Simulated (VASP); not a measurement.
Set up this calculation in VASP 6.6.1, as the native input.

- Task: single point
- Functional: PBE
- Potentials or basis: VASP PAW PBE potentials, release 64 (Sn_d, Se, S)
- Cutoff: 520 eV
- k mesh: 6 × 6 × 6
- Occupations: gaussian, width 0.02 eV
- Spin: no spin polarisation
- Dipole correction: no
- Further INCAR settings: ALGO = Normal; EDIFF = 1e-07; NBANDS = 50

The structure of Sn4Se3S lies in POSCAR:

```
Sn4Se3S
1.0
    6.0127095000      0.0000000000      0.0000000000
    0.0000000000      6.0127095000      0.0000000000
    0.0000000000      0.0000000000      6.0127095000
Sn Se S
4 3 1
Direct
    0.5000000000      0.5000000000      0.5000000000
    0.0000000000      0.5000000000      0.0000000000
    0.5000000000      0.0000000000      0.0000000000
    0.0000000000      0.0000000000      0.5000000000
    0.5000000000      0.0000000000      0.5000000000
    0.0000000000      0.5000000000      0.5000000000
    0.5000000000      0.5000000000      0.0000000000
    0.0000000000      0.0000000000      0.0000000000
```

These files were run (other wordings do the same):

INCAR

```
SYSTEM = Sn4Se3S
PREC = Accurate ; ENCUT = 520
EDIFF = 1E-7 ; ISMEAR = 0
SIGMA = 0.02 ; LREAL = .FALSE.
LASPH = .TRUE. ; NELM = 100
ALGO = Normal ; ISIF = 2
LWAVE = .FALSE. ; LCHARG = .FALSE.
GGA = PE ; NBANDS = 50
```

KPOINTS

```
Automatic mesh
0
G
  6 6 6
  0 0 0
```

Potentials or basis: VASP PAW PBE potentials, release 64 (Sn_d, Se, S).

The run is started by

```bash
$ cat potpaw_PBE.64/Sn_d/POTCAR potpaw_PBE.64/Se/POTCAR potpaw_PBE.64/S/POTCAR > POTCAR
$ mpirun -np 1 vasp_std > vasp.out
```

It gave:

| Property | Result |
| --- | --- |
| Pressure | 0.0 GPa |
| Band gap on the k mesh | 0.26 eV, indirect (least direct gap 0.32 eV) |

Caveat: spin-orbit coupling is left out, which moves the levels of the heavy elements.

It took 2.7 min on 1 thread of AMD EPYC 7R13 Processor (Zen 3), with other jobs on the host, peak memory 0.4 GiB.
